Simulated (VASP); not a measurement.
# Li (I4/mmm) in VASP: single point with PBEsol

Aim: the single point of Li with PBEsol.

All numbers are computed with VASP 6.6.1; they aren't measurements. Logs are shortened: lines on timing, memory, paths and dates and some standing lists are left out, and cuts for length are marked.

## 1. The cell of the first run

It takes space group I4/mmm (No. 139, tetragonal). The conventional cell has a = 3.176 Å, b = 3.176 Å, c = 4.404 Å, α = 90.00°, β = 90.00°, γ = 90.00°. Within 4.1 Å of Li (site symmetry 4/mmm) lie 12 Li at 3.15 to 3.18 Å.

## 2. Single point, PBEsol (equal xx and yy strain of +2 %)

File INCAR:

```
ALGO = Normal
EDIFF = 1E-6
ENCUT = 750
GGA = PS
GGA_COMPAT = False
ISIF = 2
ISMEAR = -1
LASPH = True
LCHARG = False
LREAL = False
LWAVE = False
NBANDS = 8
NELM = 120
PREC = Accurate
SIGMA = 0.08
```

File KPOINTS:

```
k-points
0
Gamma
  13 13 13
```

File POSCAR:

```
Li
1.0
    0.0000000000      2.2460400000      2.2020000000
    2.2460400000      0.0000000000      2.2020000000
    2.2460400000      2.2460400000      0.0000000000
Li
1
Direct
    0.0000000000      0.0000000000      0.0000000000
```

Potentials or basis: VASP PAW PBE potentials, release 64 (Li_sv).

Run with:

```console
> cat potpaw_PBE.64/Li_sv/POTCAR > POTCAR
> mpirun -np 1 vasp_std > vasp.out
```

OUTCAR:

```text
EDIFF = 1E-6
   ENCUT = 750
   GGA = PS
   ISIF = 2
   ISMEAR = -1
   LASPH = True
   LREAL = False
   NELM = 120
   PREC = Accurate

 ion  position               nearest neighbor table
   1  0.000  0.000  0.000-

  LATTYP: Found a body centered tetragonal cell.
 ALAT       =     3.1763802296
 C/A-ratio  =     1.3864838847

  Lattice vectors:

 A1 = (   0.0000000000,  -2.2460400000,  -2.2020000000)
 A2 = (   0.0000000000,   2.2460400000,  -2.2020000000)
 A3 = (   2.2460400000,   0.0000000000,   2.2020000000)

Analysis of symmetry for initial positions (statically):
=====================================================================
 Subroutine PRICEL returns:
 Original cell was already a primitive cell.

 Routine SETGRP: Setting up the symmetry group for a
 body centered tetragonal supercell.

 Subroutine GETGRP returns: Found 16 space group operations
 (whereof 16 operations were pure point group operations)
 out of a pool of 16 trial point group operations.

The static configuration has the point symmetry D_4h.

Analysis of symmetry for dynamics (positions and initial velocities):
=====================================================================
 Subroutine PRICEL returns:
 Original cell was already a primitive cell.

 Routine SETGRP: Setting up the symmetry group for a
 body centered tetragonal supercell.

 Subroutine GETGRP returns: Found 16 space group operations
 (whereof 16 operations were pure point group operations)
 out of a pool of 16 trial point group operations.

The dynamic configuration has the point symmetry D_4h.

 Subroutine INISYM returns: Found 16 space group operations
 (whereof 16 operations are pure point group operations),
 and found     1 'primitive' translations

----------------------------------------------------------------------------------------

                                     Primitive cell

  volume of cell :      22.2168

  direct lattice vectors                    reciprocal lattice vectors
     0.000000000  2.246040000  2.202000000    -0.222614023  0.222614023  0.227066303
     2.246040000  0.000000000  2.202000000     0.222614023 -0.222614023  0.227066303
     2.246040000  2.246040000  0.000000000     0.222614023  0.222614023 -0.227066303

  length of vectors
     3.145393406  3.145393406  3.176380230     0.388166346  0.388166346  0.388166346

  position of ions in fractional coordinates (direct lattice)
     0.000000000  0.000000000  0.000000000

  ion indices of the primitive-cell ions
[... 75 lines left out ...]
   LREAL  =      F    real-space projection
   EDIFFG = 0.1E-04   stopping-criterion for IOM
   NSW    =      0    number of steps for IOM
   IBRION =     -1    ionic relax: 0-MD 1-quasi-New 2-CG
   NFREE  =      0    steps in history (QN), initial steepest desc. (CG)
   ISIF   =      2    stress and relaxation
   ISYM   =      2    0-nonsym 1-usesym 2-fastsym
   POTIM  = 0.5000    time-step for ionic-motion
   TEBEG  =    0.0;   TEEND  =   0.0 temperature during run
   PSTRESS=    0.0 pullay stress
   NELECT =       3.0000    total number of electrons
   NUPDOWN=      -1.0000    fix difference up-down
   EMIN   =  10.00;   EMAX   =-10.00  energy-range for DOS
   EFERMI =   0.00;   METHOD = LEGACY
   ISMEAR =    -1;   SIGMA  =   0.08  broadening in eV -4-tet -1-fermi 0-gaus
   EFERMI_NEDOS =   21; number of points for ismear=-14 and -15
   IALGO  =     38    algorithm
   IMIX   =      4    mixing-type and parameters
     AMIX     =   0.40;   BMIX     =  1.00
     AMIX_MAG =   1.60;   BMIX_MAG =  1.00
  volume/ion in A,a.u.               =      22.22       149.93
  Fermi-wavevector in a.u.,A,eV,Ry     =   0.839888  1.587157  9.597701  0.705411
  Thomas-Fermi vector in A             =   1.954180
   LORBIT       =      0    0 simple, 1 ext, 2 COOP (PROOUT), +10 PAW based schemes
   GGA     = PS    functional components
   LHFCALC =     F    Hartree Fock is set to
   AEXX    =    0.0000 exact exchange contribution
   IVDW    =     0    specifies the selected vdW correction
   LEPSILON=     F    determine dielectric tensor
   LRPA    =     F    only Hartree local field effects (RPA)
 non-spin polarized calculation
  energy-cutoff  :      750.00
  volume of cell :       22.22
 maximum number of plane-waves:      1049
   NGX = 13   NGY = 13   NGZ = 15

 number of electron       3.0000002 magnetization

 Free energy of the ion-electron system (eV)
  ---------------------------------------------------
  ext. energy  EPLUGINS =         0.00000000
  ---------------------------------------------------
  free energy    TOTEN  =        -1.96428859 eV

  energy without entropy =       -1.95177168  energy(sigma->0) =       -1.95803013

 E-fermi :   0.3987     XC(G=0):  -6.7979

 val. band max:        0.3673549436   @ k =   0.4615   0.2308   0.0000
 cond. band min:       0.4044359393   @ k =  -0.3077   0.2308   0.0769
 fundamental gap:      0.0370809958
 Fermi energy:         0.3986577231

 k-point     1 :       0.0000    0.0000    0.0000
  band No.  band energies     occupation
      1     -45.6802      2.00000
      2      -3.0619      2.00000
      3      13.8483      0.00000
      4      13.8724      0.00000
      5      13.8724      0.00000
      6      17.5431      0.00000
      7      17.5431      0.00000
      8      17.6084      0.00000
[... 243 lines left out ...]
 k-point    24 :       0.4615    0.1538    0.0000
  band No.  band energies     occupation
      1     -45.6665      2.00000
      2       0.1693      1.89233
      3       4.2039      0.00000
      4      10.4475      0.00000
      5      10.9400      0.00000
      6      13.6744      0.00000
      7      18.7122      0.00000
      8      18.9358      0.00000

 [... further k-points ...]

------------------------ aborting loop because EDIFF is reached ----------------------------------------

  FORCE on cell =-STRESS in cart. coord.  units (eV):
  Direction    XX          YY          ZZ          XY          YZ          ZX
  --------------------------------------------------------------------------------------
  -------------------------------------------------------------------------------------
  Total       -0.1647718     -0.1647718     -0.1631056      0.0000000     -0.0000000      0.0000000
  in kB      -11.8825888    -11.8825888    -11.7624307      0.0000000     -0.0000000      0.0000000
  external PRESSURE =     -11.8425361 kB  Pullay stress =       0.0000000 kB

 VOLUME and BASIS-vectors are now :
 -----------------------------------------------------------------------------
  energy-cutoff  :      750.00
  volume of cell :       22.22
      direct lattice vectors                 reciprocal lattice vectors
     0.000000000  2.246040000  2.202000000    -0.222614023  0.222614023  0.227066303
     2.246040000  0.000000000  2.202000000     0.222614023 -0.222614023  0.227066303
     2.246040000  2.246040000  0.000000000     0.222614023  0.222614023 -0.227066303

 POSITION                                       TOTAL-FORCE (eV/Angst)
 -----------------------------------------------------------------------------------
      0.00000      0.00000      0.00000         0.000000      0.000000      0.000000
 -----------------------------------------------------------------------------------
    total drift:                               -0.000000     -0.000000     -0.000000

  FREE ENERGIE OF THE ION-ELECTRON SYSTEM (eV)
  ---------------------------------------------------
  free  energy   TOTEN  =        -1.9642885917 eV

  energy  without entropy=       -1.9517716762  energy(sigma->0) =       -1.95803013
```

OSZICAR:

```text
N       E                     dE             d eps       ncg     rms          rms(c)
DAV:   1     0.364938397953E+00    0.36494E+00   -0.84539E+02  3136   0.316E+02
DAV:   2    -0.191664226865E+01   -0.22816E+01   -0.21947E+01  4424   0.396E+01
DAV:   3    -0.196604223402E+01   -0.49400E-01   -0.49362E-01  3712   0.472E+00
DAV:   4    -0.196707461407E+01   -0.10324E-02   -0.10324E-02  4840   0.569E-01
DAV:   5    -0.196707620492E+01   -0.15908E-05   -0.15908E-05  3904   0.231E-02    0.443E-01
DAV:   6    -0.196526875834E+01    0.18074E-02   -0.58306E-04  4824   0.114E-01    0.249E-01
DAV:   7    -0.196428193389E+01    0.98682E-03   -0.12475E-03  4560   0.166E-01    0.253E-02
DAV:   8    -0.196428863600E+01   -0.67021E-05   -0.10321E-04  3632   0.534E-02    0.260E-03
DAV:   9    -0.196428859170E+01    0.44305E-07   -0.13994E-06  4792   0.838E-03
   1 F= -.19642886E+01 E0= -.19580301E+01  d E =-.125169E-01
```

Wall time 35 s (1 thread of AMD EPYC 7R43 (Zen 3), shared host); peak memory 0.14 GiB.

What came out:

| Property | Result |
| --- | --- |
| Free energy | -1.9643 eV |
| Pressure | -1.2 GPa |

Levels at points of the mesh, in eV from the Fermi level:
| k point | band 1 | band 2 | band 3 | band 4 | band 5 | band 6 | band 7 |
| --- | --- | --- | --- | --- | --- | --- | --- |
| (0.00, 0.00, 0.00) | -46.08 | -3.46 | 13.45 | 13.47 | 13.47 | 17.14 | 17.14 |

Caveat: the cell differs from its parent crystal (equal xx and yy strain of +2 %); the PAW data sets were made with another functional, which shifts forces and pressure a little.
